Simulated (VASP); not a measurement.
# Co (Fd-3m) in VASP: single point with PBE

Aim: the single point of Co with PBE.

Everything below comes from runs of VASP 6.6.1. Logs are shortened: lines on timing, memory, paths and dates and some standing lists are left out, and cuts for length are marked.

## Step 1: The cell of the first run

It takes space group Fd-3m (No. 227, cubic). The conventional cell has a = 4.927 Å, b = 4.927 Å, c = 4.927 Å, α = 90.00°, β = 90.00°, γ = 90.00°. Co (site symmetry -43m) has 4 Co at 2.13 Å within 2.8 Å.

## Step 2: Single point, PBE

INCAR

```
PREC     = Accurate       # precision mode
ENCUT    = 520            # plane-wave cutoff, eV
EDIFF    = 1E-6           # SCF threshold, eV
ISMEAR   = -1             # smearing method
SIGMA    = 0.13605693000000002 # smearing width, eV
LREAL    = F              # projectors in reciprocal space
LASPH    = T              # aspherical terms in the spheres
NELM     = 100            # most SCF steps
ALGO     = Normal         # electronic algorithm
ISIF     = 2              # what is computed and relaxed
LWAVE    = F              # write WAVECAR
LCHARG   = F              # write CHGCAR
GGA      = PE             # functional
NBANDS   = 16             # bands
```

KPOINTS

```
regular mesh
0
Gamma
  9 9 9
```

POSCAR

```
Co
1.0
    0.0000000000      2.4633589298      2.4633589298
    2.4633589298      0.0000000000      2.4633589298
    2.4633589298      2.4633589298      0.0000000000
Co
2
Direct
    0.0000000000      0.0000000000      0.0000000000
    0.2500000000      0.2500000000      0.2500000000
```

Potentials or basis: VASP PAW PBE potentials, release 64 (Co).

Started as:

```console
$ cat potpaw_PBE.64/Co/POTCAR > POTCAR
$ mpirun -np 1 vasp_std > vasp.out
```

OUTCAR:

```text
PREC = Accurate
   ENCUT = 520
   EDIFF = 1E-6
   ISMEAR = -1
   LREAL = F
   LASPH = T
   NELM = 100
   ISIF = 2
   GGA = PE

 ion  position               nearest neighbor table
   1  0.000  0.000  0.000-   2 2.13   2 2.13   2 2.13   2 2.13
   2  0.250  0.250  0.250-   1 2.13   1 2.13   1 2.13   1 2.13

  LATTYP: Found a face centered cubic cell.
 ALAT       =     4.9267178596

  Lattice vectors:

 A1 = (   0.0000000000,   2.4633589298,   2.4633589298)
 A2 = (   2.4633589298,   0.0000000000,   2.4633589298)
 A3 = (   2.4633589298,   2.4633589298,   0.0000000000)

Analysis of symmetry for initial positions (statically):
=====================================================================
 Subroutine PRICEL returns:
 Original cell was already a primitive cell.

 Routine SETGRP: Setting up the symmetry group for a
 face centered cubic supercell.

 Subroutine GETGRP returns: Found 48 space group operations
 (whereof 24 operations were pure point group operations)
 out of a pool of 48 trial point group operations.

The static configuration has the point symmetry T_d .
 The point group associated with its full space group is O_h .

Analysis of symmetry for dynamics (positions and initial velocities):
=====================================================================
 Subroutine PRICEL returns:
 Original cell was already a primitive cell.

 Routine SETGRP: Setting up the symmetry group for a
 face centered cubic supercell.

 Subroutine GETGRP returns: Found 48 space group operations
 (whereof 24 operations were pure point group operations)
 out of a pool of 48 trial point group operations.

The dynamic configuration has the point symmetry T_d .
 The point group associated with its full space group is O_h .

 Subroutine INISYM returns: Found 48 space group operations
 (whereof 24 operations are pure point group operations),
 and found     1 'primitive' translations

----------------------------------------------------------------------------------------

                                     Primitive cell

  volume of cell :      29.8960

  direct lattice vectors                    reciprocal lattice vectors
     0.000000000  2.463358930  2.463358930    -0.202974887  0.202974887  0.202974887
     2.463358930  0.000000000  2.463358930     0.202974887 -0.202974887  0.202974887
     2.463358930  2.463358930  0.000000000     0.202974887  0.202974887 -0.202974887

  length of vectors
     3.483715608  3.483715608  3.483715608     0.351562817  0.351562817  0.351562817

  position of ions in fractional coordinates (direct lattice)
     0.000000000  0.000000000  0.000000000
     0.250000000  0.250000000  0.250000000

  ion indices of the primitive-cell ions
   primitive index   ion index
                 1           1
                 2           2

----------------------------------------------------------------------------------------

 KPOINTS: regular mesh

Automatic generation of k-mesh.
 Grid dimensions read from file:
 generate k-points for:    9    9    9

 Generating k-lattice:

  Cartesian coordinates                     Fractional coordinates (reciprocal lattice)
    -0.022552765  0.022552765  0.022552765     0.111111111  0.000000000  0.000000000
     0.022552765 -0.022552765  0.022552765     0.000000000  0.111111111  0.000000000
     0.022552765  0.022552765 -0.022552765     0.000000000  0.000000000  0.111111111

  Length of vectors
     0.039062535  0.039062535  0.039062535

  Shift w.r.t. Gamma in fractional coordinates (k-lattice)
     0.000000000  0.000000000  0.000000000

 Subroutine IBZKPT returns following result:
 ===========================================

 Found     35 irreducible k-points:

 Following reciprocal coordinates:
            Coordinates               Weight
  0.000000  0.000000  0.000000      1.000000
  0.111111  0.000000  0.000000      8.000000
  0.222222  0.000000  0.000000      8.000000
  0.333333  0.000000  0.000000      8.000000
  0.444444  0.000000  0.000000      8.000000
  0.111111  0.111111  0.000000      6.000000
[... 16 lines left out ...]
 -0.333333  0.333333  0.000000     12.000000
  0.444444  0.444444  0.000000      6.000000
 [... further k-points ...]
   k-points           NKPTS =     35   k-points in BZ     NKDIM =     35   number of bands    NBANDS=     16
   number of dos      NEDOS =    301   number of ions     NIONS =      2
   total plane-waves  NPLWV =  21952
   dimension x,y,z NGX =    28 NGY =   28 NGZ =   28
   dimension x,y,z NGXF=    56 NGYF=   56 NGZF=   56
   ions per type =               2
   NGX,Y,Z   is equivalent  to a cutoff of  13.36, 13.36, 13.36 a.u.
   NGXF,Y,Z  is equivalent  to a cutoff of  26.72, 26.72, 26.72 a.u.
 SYSTEM =  unknown system
   PREC   = accura    normal or accurate (medium, high low for compatibility)
   ISTART =      0    job   : 0-new  1-cont  2-samecut
   ICHARG =      2    charge: 1-file 2-atom 10-const
   ISPIN  =      1    spin polarized calculation?
   LNONCOLLINEAR =      F non collinear calculations
   LSORBIT =      F    spin-orbit coupling
   LASPH  =      T    aspherical Exc in radial PAW
   ENCUT  =  520.0 eV  38.22 Ry    6.18 a.u.   6.48  6.48  6.48*2*pi/ulx,y,z
   NELM   =    100;   NELMIN=  2; NELMDL= -5     # of ELM steps
   EDIFF  = 0.1E-05   stopping-criterion for ELM
   LREAL  =      F    real-space projection
   EDIFFG = 0.1E-04   stopping-criterion for IOM
   NSW    =      0    number of steps for IOM
   IBRION =     -1    ionic relax: 0-MD 1-quasi-New 2-CG
   NFREE  =      0    steps in history (QN), initial steepest desc. (CG)
   ISIF   =      2    stress and relaxation
   ISYM   =      2    0-nonsym 1-usesym 2-fastsym
   POTIM  = 0.5000    time-step for ionic-motion
   TEBEG  =    0.0;   TEEND  =   0.0 temperature during run
   PSTRESS=    0.0 pullay stress
   NELECT =      18.0000    total number of electrons
   NUPDOWN=      -1.0000    fix difference up-down
   EMIN   =  10.00;   EMAX   =-10.00  energy-range for DOS
   EFERMI =   0.00;   METHOD = LEGACY
   ISMEAR =    -1;   SIGMA  =   0.14  broadening in eV -4-tet -1-fermi 0-gaus
   EFERMI_NEDOS =   21; number of points for ismear=-14 and -15
   IALGO  =     38    algorithm
   IMIX   =      4    mixing-type and parameters
     AMIX     =   0.40;   BMIX     =  1.00
     AMIX_MAG =   1.60;   BMIX_MAG =  1.00
  volume/ion in A,a.u.               =      14.95       100.87
  Fermi-wavevector in a.u.,A,eV,Ry     =   1.382382  2.612323 26.000449  1.910979
  Thomas-Fermi vector in A             =   2.507078
   LORBIT       =      0    0 simple, 1 ext, 2 COOP (PROOUT), +10 PAW based schemes
   GGA     = PE    functional components
   LHFCALC =     F    Hartree Fock is set to
   AEXX    =    0.0000 exact exchange contribution
   IVDW    =     0    specifies the selected vdW correction
   LEPSILON=     F    determine dielectric tensor
   LRPA    =     F    only Hartree local field effects (RPA)
 non-spin polarized calculation
  energy-cutoff  :      520.00
  volume of cell :       29.90
 maximum number of plane-waves:       821
 NGX is ok and might be reduce to    28
   NGX = 13   NGY = 13   NGZ = 13

 number of electron      17.9999993 magnetization

 Free energy of the ion-electron system (eV)
  ---------------------------------------------------
  ext. energy  EPLUGINS =         0.00000000
  ---------------------------------------------------
  free energy    TOTEN  =       -11.52531813 eV

  energy without entropy =      -11.27087871  energy(sigma->0) =      -11.39809842

 E-fermi :   6.2580     XC(G=0): -11.3228

 val. band max:        6.2210381947   @ k =   0.3333   0.2222   0.1111
 cond. band min:       6.2604735284   @ k =  -0.3333   0.1111   0.0000
 fundamental gap:      0.0394353337
 Fermi energy:         6.2579577060

 k-point     1 :       0.0000    0.0000    0.0000
  band No.  band energies     occupation
      1      -0.5779      2.00000
      2       3.2943      2.00000
      3       3.2943      2.00000
      4       3.4492      2.00000
      5       3.4492      2.00000
      6       3.4492      2.00000
[... 8 lines left out ...]
     15      19.8167      0.00000
     16      19.8167      0.00000

 k-point     2 :       0.1111    0.0000    0.0000
  band No.  band energies     occupation
      1      -0.3358      2.00000
      2       3.1771      2.00000
      3       3.1771      2.00000
      4       3.4624      2.00000
      5       3.6204      2.00000
      6       3.6204      2.00000
[... 8 lines left out ...]
     15      20.4733      0.00000
     16      21.2434      0.00000

 k-point     3 :       0.2222    0.0000    0.0000
  band No.  band energies     occupation
      1       0.3616      2.00000
      2       3.1127      2.00000
      3       3.1127      2.00000
      4       3.5201      2.00000
      5       3.7793      2.00000
      6       3.7793      2.00000
[... 8 lines left out ...]
     15      19.7574      0.00000
     16      21.4719      0.00000

 k-point     4 :       0.3333    0.0000    0.0000
  band No.  band energies     occupation
      1       1.3940      2.00000
      2       3.1687      2.00000
      3       3.1687      2.00000
      4       3.6088      2.00000
      5       3.7439      2.00000
      6       3.7439      2.00000
[... 8 lines left out ...]
     15      19.1633      0.00000
     16      20.5070      0.00000
[... 324 lines left out ...]
 k-point    22 :      -0.4444    0.3333    0.0000
  band No.  band energies     occupation
      1       2.5783      2.00000
      2       2.8854      2.00000
      3       3.3984      2.00000
      4       3.6912      2.00000
      5       4.0673      2.00000
      6       4.4939      2.00000
[... 8 lines left out ...]
     15      16.9781      0.00000
     16      20.6129      0.00000

 k-point    23 :      -0.3333    0.3333    0.0000
  band No.  band energies     occupation
      1       2.5567      2.00000
      2       3.0806      2.00000
      3       3.2416      2.00000
      4       3.6244      2.00000
      5       3.9651      2.00000
      6       4.5290      1.99999
[... 8 lines left out ...]
     15      17.2732      0.00000
     16      23.5729      0.00000

 k-point    24 :       0.4444    0.4444    0.0000
  band No.  band energies     occupation
      1       2.5942      2.00000
      2       2.8070      2.00000
      3       3.5164      2.00000
      4       3.5164      2.00000
      5       3.8839      2.00000
      6       4.4800      2.00000
[... 8 lines left out ...]
     15      16.7007      0.00000
     16      16.7956      0.00000

 [... further k-points ...]

------------------------ aborting loop because EDIFF is reached ----------------------------------------

  FORCE on cell =-STRESS in cart. coord.  units (eV):
  Direction    XX          YY          ZZ          XY          YZ          ZX
  --------------------------------------------------------------------------------------
  -------------------------------------------------------------------------------------
  Total       -0.1194656     -0.1194656     -0.1194656      0.0000000      0.0000000     -0.0000000
  in kB       -6.4023664     -6.4023664     -6.4023664      0.0000000      0.0000000     -0.0000000
  external PRESSURE =      -6.4023664 kB  Pullay stress =       0.0000000 kB

 VOLUME and BASIS-vectors are now :
 -----------------------------------------------------------------------------
  energy-cutoff  :      520.00
  volume of cell :       29.90
      direct lattice vectors                 reciprocal lattice vectors
     0.000000000  2.463358930  2.463358930    -0.202974887  0.202974887  0.202974887
     2.463358930  0.000000000  2.463358930     0.202974887 -0.202974887  0.202974887
     2.463358930  2.463358930  0.000000000     0.202974887  0.202974887 -0.202974887

 POSITION                                       TOTAL-FORCE (eV/Angst)
 -----------------------------------------------------------------------------------
      0.00000      0.00000      0.00000         0.000000      0.000000      0.000000
      1.23168      1.23168      1.23168        -0.000000     -0.000000     -0.000000
 -----------------------------------------------------------------------------------
    total drift:                                0.000000      0.000000      0.000000

  FREE ENERGIE OF THE ION-ELECTRON SYSTEM (eV)
  ---------------------------------------------------
  free  energy   TOTEN  =       -11.5253181312 eV

  energy  without entropy=      -11.2708787062  energy(sigma->0) =      -11.39809842
```

Run time: 10 s. Hardware: 1 thread of Intel Xeon Platinum 8488C (Sapphire Rapids), shared host; peak memory 0.16 GiB.

What came out:

| Property | Result |
| --- | --- |
| Free energy | -11.5253 eV |
| Pressure | -0.6 GPa |
| Band gap on the k mesh | zero (band 9 reaches 6.69 eV, above the bottom of band 10 at 6.02 eV) |

Caveat: the run has no spin polarisation, though such a crystal can be magnetic. Spin polarisation is off, so any magnetic state and its effect on volume and gap are missing.
